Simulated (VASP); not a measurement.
# C in VASP: further runs

Runs on C. Level: PBE+D3(BJ). Tasks: single point.

All numbers are computed with VASP 6.6.1; they aren't measurements. Logs are shortened: lines on timing, memory, paths and dates and some standing lists are left out, and cuts for length are marked.

## (1) The cell of the first run

It takes space group Cmmm (No. 65, orthorhombic). Conventional cell: a = 2.465 Å, b = 4.269 Å, c = 3.572 Å, α = 90.00°, β = 90.00°, γ = 90.00°. C (site symmetry m2m) has 3 C at 1.35 to 1.46 Å within 1.8 Å.

## (2) Single point, PBE+D3(BJ) (atoms displaced along a vibrational mode)

INCAR reads:

```
PREC = Accurate
ENCUT = 520
EDIFF = 1E-6
ISMEAR = 0
SIGMA = 0.15
LREAL = False
LASPH = True
NELM = 80
ALGO = Normal
ISIF = 2
LWAVE = False
LCHARG = True
GGA = PE
IVDW = 12
LELF = True
LVHAR = True
NBANDS = 16
```

KPOINTS reads:

```
Automatic mesh
0
Gamma
  18 12 10
```

POSCAR reads:

```
C
1.0
   -2.4646600698      0.0000000000      0.0000000000
    0.0000000000      0.0000000000     -3.5719696368
    0.0000000000     -4.2689164642      0.0000000000
C
4
Direct
    0.5000000000      0.0000000000      0.1582336134
    0.0000000000      0.0000000000      0.6582336134
    0.0000000000      0.0000000000      0.3417663866
    0.5000000000      0.0000000000      0.8417663866
```

Potentials or basis: VASP PAW PBE potentials, release 64 (C).

Launch:

```sh
$ cat potpaw_PBE.64/C/POTCAR > POTCAR
$ mpirun -np 1 vasp_std > vasp.out
```

OUTCAR:

```text
PREC = Accurate
   ENCUT = 520
   EDIFF = 1E-6
   ISMEAR = 0
   LREAL = False
   LASPH = True
   NELM = 80
   ISIF = 2
   GGA = PE
   IVDW = 12
 IVDW          = 12

 ion  position               nearest neighbor table
   1  0.500  0.000  0.158-   4 1.35   3 1.46   3 1.46
   2  0.000  0.000  0.658-   3 1.35   4 1.46   4 1.46
   3  0.000  0.000  0.342-   2 1.35   1 1.46   1 1.46
   4  0.500  0.000  0.842-   1 1.35   2 1.46   2 1.46

  LATTYP: Found a simple orthorhombic cell.
 ALAT       =     2.4646600698
 B/A-ratio  =     1.4492747623
 C/A-ratio  =     1.7320508075

  Lattice vectors:

 A1 = (  -2.4646600698,   0.0000000000,   0.0000000000)
 A2 = (   0.0000000000,   0.0000000000,  -3.5719696368)
 A3 = (   0.0000000000,  -4.2689164642,   0.0000000000)

Analysis of symmetry for initial positions (statically):
=====================================================================
 Subroutine PRICEL returns following result:

  LATTYP: Found a hexagonal cell.
 ALAT       =     2.4646600698
 C/A-ratio  =     1.4492747623

  Lattice vectors:

 A1 = (  -1.2323300349,  -2.1344582321,   0.0000000000)
 A2 = (  -1.2323300349,   2.1344582321,   0.0000000000)
 A3 = (   0.0000000000,   0.0000000000,  -3.5719696368)

   2 primitive cells build up your supercell.

 Routine SETGRP: Setting up the symmetry group for a
 simple orthorhombic supercell.

 Subroutine GETGRP returns: Found  8 space group operations
 (whereof  8 operations were pure point group operations)
 out of a pool of  8 trial point group operations.

The static configuration has the point symmetry D_2h.

Analysis of symmetry for dynamics (positions and initial velocities):
=====================================================================
 Subroutine PRICEL returns following result:

  LATTYP: Found a hexagonal cell.
 ALAT       =     2.4646600698
 C/A-ratio  =     1.4492747623

  Lattice vectors:

 A1 = (  -1.2323300349,  -2.1344582321,   0.0000000000)
 A2 = (  -1.2323300349,   2.1344582321,   0.0000000000)
 A3 = (   0.0000000000,   0.0000000000,  -3.5719696368)

   2 primitive cells build up your supercell.

 Routine SETGRP: Setting up the symmetry group for a
 simple orthorhombic supercell.

 Subroutine GETGRP returns: Found  8 space group operations
 (whereof  8 operations were pure point group operations)
 out of a pool of  8 trial point group operations.

The dynamic configuration has the point symmetry D_2h.

 Subroutine INISYM returns: Found  8 space group operations
 (whereof  8 operations are pure point group operations),
 and found     2 'primitive' translations

----------------------------------------------------------------------------------------

                                     Primitive cell

  volume of cell :      18.7911

  direct lattice vectors                    reciprocal lattice vectors
    -1.232330035 -2.134458232  0.000000000    -0.405735465 -0.234251480  0.000000000
    -1.232330035  2.134458232  0.000000000    -0.405735465  0.234251480  0.000000000
     0.000000000  0.000000000 -3.571969637     0.000000000  0.000000000 -0.279957587

  length of vectors
     2.464660070  2.464660070  3.571969637     0.468502960  0.468502960  0.279957587

  position of ions in fractional coordinates (direct lattice)
     0.658233613  0.341766387  0.000000000
     0.341766387  0.658233613  0.000000000

  ion indices of the primitive-cell ions
   primitive index   ion index
                 1           1
                 2           4

----------------------------------------------------------------------------------------

 KPOINTS: Automatic mesh

Automatic generation of k-mesh.
 Grid dimensions read from file:
 generate k-points for:   18   12   10

 Generating k-lattice:

  Cartesian coordinates                     Fractional coordinates (reciprocal lattice)
    -0.022540859  0.000000000  0.000000000     0.055555556  0.000000000  0.000000000
     0.000000000  0.000000000 -0.023329799     0.000000000  0.083333333  0.000000000
     0.000000000 -0.023425148  0.000000000     0.000000000  0.000000000  0.100000000

  Length of vectors
     0.022540859  0.023329799  0.023425148

  Shift w.r.t. Gamma in fractional coordinates (k-lattice)
     0.000000000  0.000000000  0.000000000

 Subroutine IBZKPT returns following result:
 ===========================================

 Found    420 irreducible k-points:

 Following reciprocal coordinates:
            Coordinates               Weight
  0.000000  0.000000  0.000000      1.000000
  0.055556  0.000000  0.000000      2.000000
  0.111111  0.000000  0.000000      2.000000
  0.166667  0.000000  0.000000      2.000000
  0.222222  0.000000  0.000000      2.000000
  0.277778  0.000000  0.000000      2.000000
[... 16 lines left out ...]
  0.111111  0.166667  0.000000      4.000000
  0.166667  0.166667  0.000000      4.000000
 [... further k-points ...]
   k-points           NKPTS =    420   k-points in BZ     NKDIM =    420   number of bands    NBANDS=     16
   number of dos      NEDOS =    301   number of ions     NIONS =      4
   total plane-waves  NPLWV =  16128
   dimension x,y,z NGX =    18 NGY =   28 NGZ =   32
   dimension x,y,z NGXF=    36 NGYF=   56 NGZF=   64
   ions per type =               4
   NGX,Y,Z   is equivalent  to a cutoff of  12.14, 13.03, 12.46 a.u.
   NGXF,Y,Z  is equivalent  to a cutoff of  24.28, 26.06, 24.92 a.u.
 SYSTEM =  unknown system
   PREC   = accura    normal or accurate (medium, high low for compatibility)
   ISTART =      0    job   : 0-new  1-cont  2-samecut
   ICHARG =      2    charge: 1-file 2-atom 10-const
   ISPIN  =      1    spin polarized calculation?
   LNONCOLLINEAR =      F non collinear calculations
   LSORBIT =      F    spin-orbit coupling
   LASPH  =      T    aspherical Exc in radial PAW
   ENCUT  =  520.0 eV  38.22 Ry    6.18 a.u.   4.58  6.64  7.94*2*pi/ulx,y,z
   NELM   =     80;   NELMIN=  2; NELMDL= -5     # of ELM steps
   EDIFF  = 0.1E-05   stopping-criterion for ELM
   LREAL  =      F    real-space projection
   EDIFFG = 0.1E-04   stopping-criterion for IOM
   NSW    =      0    number of steps for IOM
   IBRION =     -1    ionic relax: 0-MD 1-quasi-New 2-CG
   NFREE  =      0    steps in history (QN), initial steepest desc. (CG)
   ISIF   =      2    stress and relaxation
   ISYM   =      2    0-nonsym 1-usesym 2-fastsym
   POTIM  = 0.5000    time-step for ionic-motion
   TEBEG  =    0.0;   TEEND  =   0.0 temperature during run
   PSTRESS=    0.0 pullay stress
   NELECT =      16.0000    total number of electrons
   NUPDOWN=      -1.0000    fix difference up-down
   EMIN   =  10.00;   EMAX   =-10.00  energy-range for DOS
   EFERMI =   0.00;   METHOD = LEGACY
   ISMEAR =     0;   SIGMA  =   0.15  broadening in eV -4-tet -1-fermi 0-gaus
   EFERMI_NEDOS =   21; number of points for ismear=-14 and -15
   IALGO  =     38    algorithm
   IMIX   =      4    mixing-type and parameters
     AMIX     =   0.40;   BMIX     =  1.00
     AMIX_MAG =   1.60;   BMIX_MAG =  1.00
  volume/ion in A,a.u.               =       9.40        63.40
  Fermi-wavevector in a.u.,A,eV,Ry     =   1.231556  2.327303 20.636352  1.516729
  Thomas-Fermi vector in A             =   2.366360
   LORBIT       =      0    0 simple, 1 ext, 2 COOP (PROOUT), +10 PAW based schemes
   GGA     = PE    functional components
   LHFCALC =     F    Hartree Fock is set to
   AEXX    =    0.0000 exact exchange contribution
   IVDW    =    12    specifies the selected vdW correction
   LEPSILON=     F    determine dielectric tensor
   LRPA    =     F    only Hartree local field effects (RPA)
 non-spin polarized calculation
 Gauss-broadening in eV      SIGMA  =   0.15
  energy-cutoff  :      520.00
  volume of cell :       37.58
 maximum number of plane-waves:      1040
   NGX =  9   NGY = 13   NGZ = 15

 number of electron      16.0000003 magnetization

 Free energy of the ion-electron system (eV)
  ---------------------------------------------------
  ext. energy  EPLUGINS =         0.00000000
  ---------------------------------------------------
  free energy    TOTEN  =       -36.56060430 eV

  energy without entropy =      -36.55972220  energy(sigma->0) =      -36.56016325

 E-fermi :   4.1098     XC(G=0):  -9.8758

 val. band max:        4.1080443574   @ k =   0.3333   0.0000   0.0000
 cond. band min:       4.1675373119   @ k =   0.2222   0.5000   0.0000
 fundamental gap:      0.0594929545
 Fermi energy:         4.1097554291

 k-point     1 :       0.0000    0.0000    0.0000
  band No.  band energies     occupation
      1     -15.4570      2.00000
      2      -9.8754      2.00000
      3      -9.7492      2.00000
      4      -2.7255      2.00000
      5      -1.8134      2.00000
      6       0.0960      2.00000
[... 8 lines left out ...]
     15      15.2099      0.00000
     16      15.7943      0.00000

 k-point     2 :       0.0556    0.0000    0.0000
  band No.  band energies     occupation
      1     -15.4016      2.00000
      2      -9.8255      2.00000
      3      -9.7060      2.00000
      4      -2.6637      2.00000
      5      -2.0658      2.00000
      6      -0.0095      2.00000
[... 8 lines left out ...]
     15      15.2607      0.00000
     16      15.6289      0.00000

 k-point     3 :       0.1111    0.0000    0.0000
  band No.  band energies     occupation
      1     -15.2358      2.00000
      2      -9.6762      2.00000
      3      -9.5796      2.00000
      4      -2.7477      2.00000
      5      -2.4791      2.00000
      6      -0.3184      2.00000
[... 8 lines left out ...]
     15      15.3313      0.00000
     16      15.4118      0.00000
[... 362 lines left out ...]
 k-point    23 :       0.1111    0.1667    0.0000
  band No.  band energies     occupation
      1     -15.1922      2.00000
      2      -9.6440      2.00000
      3      -9.5549      2.00000
      4      -2.8771      2.00000
      5      -2.7361      2.00000
      6      -0.3127      2.00000
[... 8 lines left out ...]
     15      15.7612      0.00000
     16      16.3238      0.00000

 k-point    24 :       0.1667    0.1667    0.0000
  band No.  band energies     occupation
      1     -14.9171      2.00000
      2      -9.3960      2.00000
      3      -9.3563      2.00000
      4      -3.6804      2.00000
      5      -2.5662      2.00000
      6      -0.8013      2.00000
[... 8 lines left out ...]
     15      15.8499      0.00000
     16      16.5441      0.00000

 [... further k-points ...]

------------------------ aborting loop because EDIFF is reached ----------------------------------------

 Edisp (eV)   -0.58009

 E8    (eV) :    -0.1630

  FORCE on cell =-STRESS in cart. coord.  units (eV):
  Direction    XX          YY          ZZ          XY          YZ          ZX
  --------------------------------------------------------------------------------------
  -------------------------------------------------------------------------------------
  Total      -0.82365     2.82712    -0.04240     0.00000     0.00000    -0.00000
  in kB     -35.11337   120.52361    -1.80748     0.00000     0.00000    -0.00000
  external pressure =       27.87 kB  Pullay stress =        0.00 kB

 VOLUME and BASIS-vectors are now :
 -----------------------------------------------------------------------------
  energy-cutoff  :      520.00
  volume of cell :       37.58
      direct lattice vectors                 reciprocal lattice vectors
    -2.464660070  0.000000000  0.000000000    -0.405735465  0.000000000  0.000000000
     0.000000000  0.000000000 -3.571969637     0.000000000  0.000000000 -0.279957587
     0.000000000 -4.268916464  0.000000000     0.000000000 -0.234251480  0.000000000

 POSITION                                       TOTAL-FORCE (eV/Angst)
 -----------------------------------------------------------------------------------
     -1.23233     -0.67549      0.00000         0.000000     -4.204323     -0.000000
      0.00000     -2.80994      0.00000        -0.000000     -4.204323      0.000000
      0.00000     -1.45897      0.00000        -0.000000      4.204323      0.000000
     -1.23233     -3.59343      0.00000        -0.000000      4.204323      0.000000
 -----------------------------------------------------------------------------------
    total drift:                               -0.000000     -0.000000      0.000000

  FREE ENERGIE OF THE ION-ELECTRON SYSTEM (eV)
  ---------------------------------------------------
  free  energy   TOTEN  =       -37.1406941470 eV

  energy  without entropy=      -37.1398120466  energy(sigma->0) =      -37.14025310
```

Run time: 3.1 min. Hardware: 1 thread of Intel Xeon Platinum 8259CL at 2.50GHz (Skylake/Cascade Lake), shared host; peak memory 0.29 GiB.

Results:

- Free energy: -37.1407 eV
- Pressure: 2.8 GPa
- Largest force: 4.204 eV/Å
- Band gap on the k mesh: zero (bands 8 and 9 overlap by 0.68 eV)
- Dispersion energy per atom: -0.145 eV

Forces in eV/Å, atoms in the order of the input:
```
C    0.000 -4.204  0.000
C    0.000 -4.204  0.000
C    0.000  4.204  0.000
C    0.000  4.204  0.000
```

Stress tensor (GPa, compression positive):
```
-3.51  0.00  0.00
 0.00 12.05  0.00
 0.00  0.00 -0.18
```

Levels at points of the mesh, in eV from the Fermi level:
```csv
k point,band 6,band 7,band 8,band 9,band 10,band 11
"(0.00, 0.00, 0.00)",-4.01,-1.88,-1.23,1.51,3.89,6.97
"(0.50, 0.00, 0.00)",-9.43,-2.35,-2.35,3.77,3.77,9.21
"(0.00, 0.50, 0.00)",-3.99,-2.28,-1.86,0.35,7.02,7.80
"(0.50, 0.50, 0.00)",-9.37,-3.42,-3.42,2.92,2.92,10.13
"(0.00, 0.00, 0.50)",-5.10,-4.38,-4.38,5.72,5.72,7.38
"(0.50, 0.00, 0.50)",-6.54,-2.09,-2.09,2.89,2.89,7.02
"(0.00, 0.50, 0.50)",-6.44,-4.36,-4.36,6.75,6.75,8.65
"(0.50, 0.50, 0.50)",-6.51,-3.05,-3.05,1.52,1.52,7.25
```

Caveat: the cell differs from its parent crystal (atoms displaced along a vibrational mode); forces of over 1 eV/Å act on the atoms, so gaps and moduli don't describe the material at rest.

## (3) Single point, PBE+D3(BJ) (atoms displaced along a vibrational mode)

INCAR reads:

```
PREC = Accurate ; ENCUT = 520
EDIFF = 1E-7 ; ISMEAR = 0
SIGMA = 0.15 ; LREAL = False
LASPH = True ; NELM = 100
ALGO = Normal ; ISIF = 2
LWAVE = False ; LCHARG = False
GGA = PE ; IVDW = 12
NBANDS = 16
```

KPOINTS is that of step 2.

POSCAR reads:

```
C
1.0
   -2.4646600698      0.0000000000      0.0000000000
    0.0000000000      0.0000000000     -3.5719696368
    0.0000000000     -4.2689164642      0.0000000000
C
4
Direct
    0.5000000000      0.0000000000      0.1919658265
    0.0000000000      0.0000000000      0.6694776845
    0.0000000000      0.0000000000      0.3080341735
    0.5000000000      0.0000000000      0.8305223155
```

Potentials or basis: VASP PAW PBE potentials, release 64 (C).

Launch:

```sh
$ cat potpaw_PBE.64/C/POTCAR > POTCAR
$ mpirun -np 1 vasp_std > vasp.out
```

Wall time 3.4 min (1 thread of Intel Xeon Platinum 8259CL at 2.50GHz (Skylake/Cascade Lake), shared host); peak memory 0.29 GiB.

Results (log left out):

- Free energy: -36.3751 eV
- Pressure: 7.0 GPa
- Largest force: 9.118 eV/Å
- Band gap on the k mesh: zero (bands 8 and 9 overlap by 0.48 eV)
- Dispersion energy per atom: -0.144 eV

Forces on the atoms (eV/Å):
```
C    0.000  9.118  0.000
C    0.000  1.637  0.000
C    0.000 -9.118  0.000
C    0.000 -1.637  0.000
```

Stress tensor (GPa, compression positive):
```
24.15  0.00  0.00
 0.00 -3.03  0.00
 0.00  0.00 -0.13
```

Levels at points of the mesh, in eV from the Fermi level:
```tsv
k point	band 4	band 5	band 6	band 7	band 8	band 9	band 10	band 11	band 12	band 13
(0.00, 0.00, 0.00)	-7.72	-6.89	-4.22	-2.55	-0.95	3.88	3.92	5.79	7.33	10.55
(0.50, 0.00, 0.00)	-11.12	-7.96	-7.96	-1.81	-1.81	2.64	2.64	9.27	9.27	10.61
(0.00, 0.50, 0.00)	-8.29	-7.70	-4.20	-3.47	-0.92	2.37	5.87	7.55	9.20	10.63
(0.50, 0.50, 0.00)	-11.04	-7.88	-7.88	-2.98	-2.98	1.87	1.87	11.01	11.01	11.02
(0.00, 0.00, 0.50)	-7.10	-5.89	-5.72	-4.97	-4.84	5.65	5.73	7.02	7.67	7.90
(0.50, 0.00, 0.50)	-13.34	-5.71	-5.71	-1.42	-1.42	1.75	1.75	6.78	6.78	10.91
(0.00, 0.50, 0.50)	-7.04	-6.95	-6.20	-5.81	-4.95	6.79	7.00	8.01	8.15	10.68
(0.50, 0.50, 0.50)	-13.22	-5.67	-5.67	-2.44	-2.44	0.55	0.55	7.01	7.01	13.35
```

Caveat: the cell differs from its parent crystal (atoms displaced along a vibrational mode); the cell stands under pressure; forces of over 1 eV/Å act on the atoms, so gaps and moduli don't describe the material at rest.
